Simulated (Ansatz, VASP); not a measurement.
CdTe in VASP and in Ansatz

```
CELL_PARAMETERS angstrom
0.00000 3.16266 3.16266
3.16266 0.00000 3.16266
3.16266 3.16266 0.00000
ATOMIC_POSITIONS crystal
Cd 0.00000 0.00000 0.00000
Te 0.75000 0.75000 0.75000
```

Alike in both runs: task single point; functional revPBE; k mesh 8 × 8 × 8; occupations methfessel-paxton of order 1, width 0.05 eV; no spin polarisation.

```csv
,VASP,Ansatz
version,VASP 6.6.1,Ansatz 0.2.0
potentials or method,"VASP PAW PBE potentials, release 64 (Cd, Te), cutoff 500 eV","scalar-relativistic, plane waves, PAW"
valence electrons in the cell,18,36
```

```tsv
	VASP	Ansatz	Ansatz less VASP
gap on the k mesh at the Fermi level (eV)	1.11	1.11	0.000
pressure (GPa)	8.1	7.9	-0.17
```

VASP's potentials were made for PBE, not for revPBE. The functional is the same, so the differences come from potentials, cutoffs and numerics. VASP's potentials hold 18 valence electrons a cell and Ansatz's 36, so a difference there can come from the potentials and not from the codes.

Spin-orbit coupling is off throughout.
